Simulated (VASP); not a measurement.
# FeSi (P2_13) in VASP: a series of runs

FeSi is run at these levels: PBE; tasks: single point, relaxation of cell and atoms.

Program: VASP 6.6.1. These are calculated values, not measurements. Logs are shortened: lines on timing, memory, paths and dates and some standing lists are left out, and cuts for length are marked.

### Step 1. The cell of the first run

Symmetry: P2_13, No. 198, cubic system. The conventional cell has a = 4.448 Å, b = 4.448 Å, c = 4.448 Å, α = 90.00°, β = 90.00°, γ = 90.00°. Fe (site symmetry 3) has 7 Si at 2.27 to 2.50 Å and 6 Fe at 2.73 Å within 3.0 Å. Within 3.0 Å of Si (site symmetry 3) lie 7 Fe at 2.27 to 2.50 Å and 6 Si at 2.76 Å.

### Step 2. Single point, PBE

INCAR reads:

```
PREC     = Accurate       # precision mode
ENCUT    = 520            # plane-wave cutoff, eV
EDIFF    = 1E-7           # SCF threshold, eV
ISMEAR   = 0              # smearing method
SIGMA    = 0.01           # smearing width, eV
LREAL    = F              # projectors in reciprocal space
LASPH    = T              # aspherical terms in the spheres
NELM     = 60             # most SCF steps
ALGO     = Normal         # electronic algorithm
ISIF     = 2              # what is computed and relaxed
LWAVE    = F              # write WAVECAR
LCHARG   = T              # write CHGCAR
GGA      = PE             # functional
LELF     = T              # ELF
LVHAR    = T            
NBANDS   = 34             # bands
```

KPOINTS reads:

```
regular mesh
0
Gamma
  8 8 8
```

POSCAR reads:

```
FeSi
1.0
    4.4480050193      0.0000000000      0.0000000000
    0.0000000000      4.4480050193      0.0000000000
    0.0000000000      0.0000000000      4.4480050193
Fe Si
4 4
Direct
    0.1359995439      0.1359995439      0.1359995439
    0.3640004561      0.8640004561      0.6359995439
    0.6359995439      0.3640004561      0.8640004561
    0.8640004561      0.6359995439      0.3640004561
    0.8407167114      0.8407167114      0.8407167114
    0.6592832886      0.1592832886      0.3407167114
    0.3407167114      0.6592832886      0.1592832886
    0.1592832886      0.3407167114      0.6592832886
```

Potentials or basis: VASP PAW PBE potentials, release 64 (Fe, Si).

Run with:

```sh
$ cat potpaw_PBE.64/Fe/POTCAR potpaw_PBE.64/Si/POTCAR > POTCAR
$ mpirun -np 1 vasp_std > vasp.out
```

OUTCAR:

```text
PREC = Accurate
   ENCUT = 520
   EDIFF = 1E-7
   ISMEAR = 0
   LREAL = F
   LASPH = T
   NELM = 60
   ISIF = 2
   GGA = PE

 ion  position               nearest neighbor table
   1  0.136  0.136  0.136-   5 2.27   6 2.31   7 2.31   8 2.31   7 2.50   8 2.50   6 2.50   2 2.73
                             2 2.73   4 2.73   3 2.73   4 2.73   3 2.73
   2  0.364  0.864  0.636-   6 2.27   5 2.31   7 2.31   8 2.31   7 2.50   8 2.50   5 2.50   1 2.73
                             1 2.73   3 2.73   4 2.73   4 2.73   3 2.73
   3  0.636  0.364  0.864-   7 2.27   6 2.31   5 2.31   8 2.31   8 2.50   6 2.50   5 2.50   4 2.73
                             4 2.73   1 2.73   2 2.73   2 2.73   1 2.73
   4  0.864  0.636  0.364-   8 2.27   6 2.31   7 2.31   5 2.31   6 2.50   5 2.50   7 2.50   3 2.73
                             3 2.73   1 2.73   1 2.73   2 2.73   2 2.73
   5  0.841  0.841  0.841-   1 2.27   2 2.31   3 2.31   4 2.31   3 2.50   4 2.50   2 2.50   6 2.76
                             7 2.76   6 2.76   7 2.76   8 2.76   8 2.76
   6  0.659  0.159  0.341-   2 2.27   1 2.31   3 2.31   4 2.31   3 2.50   4 2.50   1 2.50   5 2.76
                             5 2.76   8 2.76   8 2.76   7 2.76   7 2.76
   7  0.341  0.659  0.159-   3 2.27   2 2.31   1 2.31   4 2.31   4 2.50   2 2.50   1 2.50   5 2.76
                             8 2.76   8 2.76   5 2.76   6 2.76   6 2.76
   8  0.159  0.341  0.659-   4 2.27   2 2.31   3 2.31   1 2.31   2 2.50   1 2.50   3 2.50   6 2.76
                             7 2.76   7 2.76   6 2.76   5 2.76   5 2.76

  LATTYP: Found a simple cubic cell.
 ALAT       =     4.4480050193

  Lattice vectors:

 A1 = (   4.4480050193,   0.0000000000,   0.0000000000)
 A2 = (   0.0000000000,   4.4480050193,   0.0000000000)
 A3 = (   0.0000000000,   0.0000000000,   4.4480050193)

Analysis of symmetry for initial positions (statically):
=====================================================================
 Subroutine PRICEL returns:
 Original cell was already a primitive cell.

 Routine SETGRP: Setting up the symmetry group for a
 simple cubic supercell.

 Subroutine GETGRP returns: Found 12 space group operations
 (whereof  3 operations were pure point group operations)
 out of a pool of 48 trial point group operations.

The static configuration has the point symmetry C_3 .
 The point group associated with its full space group is T   .

Analysis of symmetry for dynamics (positions and initial velocities):
=====================================================================
 Subroutine PRICEL returns:
 Original cell was already a primitive cell.

 Routine SETGRP: Setting up the symmetry group for a
 simple cubic supercell.

[... 126 lines left out ...]
   TEBEG  =    0.0;   TEEND  =   0.0 temperature during run
   PSTRESS=    0.0 pullay stress
   NELECT =      48.0000    total number of electrons
   NUPDOWN=      -1.0000    fix difference up-down
   EMIN   =  10.00;   EMAX   =-10.00  energy-range for DOS
   EFERMI =   0.00;   METHOD = LEGACY
   ISMEAR =     0;   SIGMA  =   0.01  broadening in eV -4-tet -1-fermi 0-gaus
   EFERMI_NEDOS =   21; number of points for ismear=-14 and -15
   IALGO  =     38    algorithm
   IMIX   =      4    mixing-type and parameters
     AMIX     =   0.40;   BMIX     =  1.00
     AMIX_MAG =   1.60;   BMIX_MAG =  1.00
  volume/ion in A,a.u.               =      11.00        74.23
  Fermi-wavevector in a.u.,A,eV,Ry     =   1.337591  2.527680 24.342856  1.789149
  Thomas-Fermi vector in A             =   2.466128
   LORBIT       =      0    0 simple, 1 ext, 2 COOP (PROOUT), +10 PAW based schemes
   GGA     = PE    functional components
   LHFCALC =     F    Hartree Fock is set to
   AEXX    =    0.0000 exact exchange contribution
   IVDW    =     0    specifies the selected vdW correction
   LEPSILON=     F    determine dielectric tensor
   LRPA    =     F    only Hartree local field effects (RPA)
 non-spin polarized calculation
 Gauss-broadening in eV      SIGMA  =   0.01
  energy-cutoff  :      520.00
  volume of cell :       88.00
 maximum number of plane-waves:      2392
 NGX is ok and might be reduce to    36
   NGX = 17   NGY = 17   NGZ = 17

 number of electron      48.0000013 magnetization

 Free energy of the ion-electron system (eV)
  ---------------------------------------------------
  ext. energy  EPLUGINS =         0.00000000
  ---------------------------------------------------
  free energy    TOTEN  =       -58.78215887 eV

  energy without entropy =      -58.78215887  energy(sigma->0) =      -58.78215887

 E-fermi :   9.7878     XC(G=0): -12.7991

 val. band max:        9.7215229911   @ k =  -0.1250   0.3750   0.0000
 cond. band min:       9.8831266867   @ k =   0.2500   0.2500   0.0000
 fundamental gap:      0.1616036956
 Fermi energy:         9.7877547476

 k-point     1 :       0.0000    0.0000    0.0000
  band No.  band energies     occupation
      1      -3.5182      2.00000
      2       1.8372      2.00000
      3       1.8372      2.00000
      4       1.8372      2.00000
      5       4.6740      2.00000
      6       4.6740      2.00000
[... 877 lines left out ...]
     33      13.9555      0.00000
     34      14.6837      0.00000

 [... further k-points ...]

------------------------ aborting loop because EDIFF is reached ----------------------------------------

  FORCE on cell =-STRESS in cart. coord.  units (eV):
  Direction    XX          YY          ZZ          XY          YZ          ZX
  --------------------------------------------------------------------------------------
  -------------------------------------------------------------------------------------
  Total        0.0883953      0.0883953      0.0883953      0.0000000      0.0000000      0.0000000
  in kB        1.6093248      1.6093248      1.6093248      0.0000000      0.0000000      0.0000000
  external PRESSURE =       1.6093248 kB  Pullay stress =       0.0000000 kB

 VOLUME and BASIS-vectors are now :
 -----------------------------------------------------------------------------
  energy-cutoff  :      520.00
  volume of cell :       88.00
      direct lattice vectors                 reciprocal lattice vectors
     4.448005019  0.000000000  0.000000000     0.224819890  0.000000000  0.000000000
     0.000000000  4.448005019  0.000000000     0.000000000  0.224819890  0.000000000
     0.000000000  0.000000000  4.448005019     0.000000000  0.000000000  0.224819890

 POSITION                                       TOTAL-FORCE (eV/Angst)
 -----------------------------------------------------------------------------------
      0.60493      0.60493      0.60493         0.019974      0.019974      0.019974
      1.61908      3.84308      2.82893        -0.019974     -0.019974      0.019974
      2.82893      1.61908      3.84308         0.019974     -0.019974     -0.019974
      3.84308      2.82893      1.61908        -0.019974      0.019974     -0.019974
      3.73951      3.73951      3.73951         0.001265      0.001265      0.001265
      2.93250      0.70849      1.51551        -0.001265     -0.001265      0.001265
      1.51551      2.93250      0.70849         0.001265     -0.001265     -0.001265
      0.70849      1.51551      2.93250        -0.001265      0.001265     -0.001265
 -----------------------------------------------------------------------------------
    total drift:                               -0.000001     -0.000001     -0.000000

  FREE ENERGIE OF THE ION-ELECTRON SYSTEM (eV)
  ---------------------------------------------------
  free  energy   TOTEN  =       -58.7821588723 eV

  energy  without entropy=      -58.7821588723  energy(sigma->0) =      -58.78215887
```

OSZICAR:

```text
N       E                     dE             d eps       ncg     rms          rms(c)
DAV:   1     0.348500314463E+03    0.34850E+03   -0.19664E+04  3060   0.157E+03
DAV:   2    -0.356005751103E+02   -0.38410E+03   -0.36438E+03  3060   0.364E+02
DAV:   3    -0.651526214310E+02   -0.29552E+02   -0.26747E+02  3488   0.118E+02
DAV:   4    -0.666290875043E+02   -0.14765E+01   -0.14538E+01  4446   0.254E+01
DAV:   5    -0.666597877730E+02   -0.30700E-01   -0.30664E-01  4304   0.369E+00    0.320E+01
DAV:   6    -0.717541337129E+02   -0.50943E+01   -0.14850E+02  4614   0.145E+02    0.316E+01
DAV:   7    -0.589554867944E+02    0.12799E+02   -0.56674E+01  4272   0.104E+02    0.903E+00
DAV:   8    -0.588932983045E+02    0.62188E-01   -0.37908E+00  4014   0.121E+01    0.329E+00
DAV:   9    -0.587914516258E+02    0.10185E+00   -0.31162E-01  4916   0.595E+00    0.133E+00
DAV:  10    -0.587826816786E+02    0.87699E-02   -0.20810E-02  4148   0.110E+00    0.386E-01
DAV:  11    -0.587822842791E+02    0.39740E-03   -0.27733E-03  4672   0.529E-01    0.188E-01
DAV:  12    -0.587821633946E+02    0.12088E-03   -0.26098E-04  4306   0.154E-01    0.651E-02
DAV:  13    -0.587821610979E+02    0.22967E-05   -0.85687E-05  4834   0.594E-02    0.397E-02
DAV:  14    -0.587821588539E+02    0.22440E-05   -0.12157E-05  3994   0.256E-02    0.579E-03
DAV:  15    -0.587821589135E+02   -0.59541E-07   -0.14396E-06  4516   0.136E-02    0.236E-03
DAV:  16    -0.587821588723E+02    0.41149E-07   -0.43036E-08  1760   0.292E-03
   1 F= -.58782159E+02 E0= -.58782159E+02  d E =-.176057E-22
```

stdout:

```text
POSCAR found type information on POSCAR FeSi
 POSCAR found :  2 types and       8 ions
 scaLAPACK will be used
 LDA part: xc-table for (Slater+PW92), standard interpolation
 POSCAR, INCAR and KPOINTS ok, starting setup
 FFT: planning ... GRIDC
 FFT: planning ... GRID_SOFT
 FFT: planning ... GRID
 WAVECAR not read
 entering main loop
```

Wall time 86 s (1 thread of Intel Xeon Platinum 8488C (Sapphire Rapids), shared host); peak memory 0.25 GiB.

Results:

```yaml
Free_energy: -58.7822 eV
Pressure: 0.2 GPa
Largest_force: 0.035 eV/Å
Band_gap_on_the_k_mesh: 0.16 eV (least direct gap 0.17 eV)
```

Forces on the atoms (eV/Å):
```
Fe   0.020  0.020  0.020
Fe  -0.020 -0.020  0.020
Fe   0.020 -0.020 -0.020
Fe  -0.020  0.020 -0.020
Si   0.001  0.001  0.001
Si  -0.001 -0.001  0.001
Si   0.001 -0.001 -0.001
Si  -0.001  0.001 -0.001
```

Levels at points of the mesh, in eV from the valence-band top:
| k point | band 21 | band 22 | band 23 | band 24 | band 25 | band 26 | band 27 | band 28 |
| --- | --- | --- | --- | --- | --- | --- | --- | --- |
| (0.00, 0.00, 0.00) | -0.28 | -0.28 | -0.04 | -0.04 | 0.66 | 0.66 | 0.66 | 3.03 |
| (0.50, 0.00, 0.00) | -0.38 | -0.38 | -0.01 | -0.01 | 0.20 | 0.20 | 1.72 | 1.72 |
| (0.50, 0.50, 0.00) | -1.01 | -1.01 | -0.36 | -0.36 | 0.64 | 0.64 | 1.30 | 1.30 |
| (0.50, 0.50, 0.50) | -0.67 | -0.67 | -0.67 | -0.67 | 0.50 | 0.50 | 0.50 | 0.50 |

A k mesh can miss the band edges. Spin polarisation is off, so any magnetic state and its effect on volume and gap are missing.

(Part 1 of 2 ends here.)
